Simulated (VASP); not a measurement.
Write the native input for VASP 6.6.1 that does the following.

* Task: electric field gradients
* Functional: LDA
* Potentials or basis: VASP PAW LDA potentials, release 64 (Cu, Pt)
* Cutoff: 520 eV
* k mesh: 9 × 9 × 9
* Occupations: fermi-dirac, width 0.05 eV
* Spin: no spin polarisation
* Dipole correction: no
* Further INCAR settings: ALGO = Normal; EDIFF = 1e-08; NBANDS = 30

The structure of Cu3Pt lies in POSCAR:

```
Cu3Pt
1.0
    3.6975918806      0.0000000000      0.0000000000
    0.0000000000      3.6975918806      0.0000000000
    0.0000000000      0.0000000000      3.6975918806
Cu Pt
3 1
Direct
    0.0000000000      0.5000000000      0.5000000000
    0.5000000000      0.0000000000      0.5000000000
    0.5000000000      0.5000000000      0.0000000000
    0.0000000000      0.0000000000      0.0000000000
```

This cell differs from its parent crystal: volume scaled by 0.99.

These files were run (other wordings do the same):

INCAR

```
SYSTEM = Cu3Pt
  ALGO = Normal
  EDIFF = 1E-8
  ENCUT = 520
  GGA = CA
  ISIF = 2
  ISMEAR = -1
  LASPH = .TRUE.
  LCHARG = .FALSE.
  LEFG = .TRUE.
  LREAL = .FALSE.
  LWAVE = .FALSE.
  NBANDS = 30
  NELM = 100
  PREC = Accurate
  SIGMA = 0.05
```

KPOINTS

```
k-points
0
G
  9 9 9
  0 0 0
```

Potentials or basis: VASP PAW LDA potentials, release 64 (Cu, Pt).

The run is started by

```sh
$ cat potpaw_LDA.64/Cu/POTCAR potpaw_LDA.64/Pt/POTCAR > POTCAR
$ mpirun -np 1 vasp_std > vasp.out
```

It gave:

| Quantity | Value |
| --- | --- |
| Pressure | -9.7 GPa |

Caveat: without QUAD_EFG the Cq values of the log hold for a quadrupole moment of 1 mb, not for the nuclei.

It took 37 s on 1 thread of Intel(R) Xeon(R) Platinum 8488C (Sapphire Rapids), with other jobs on the host, peak memory 0.17 GiB.
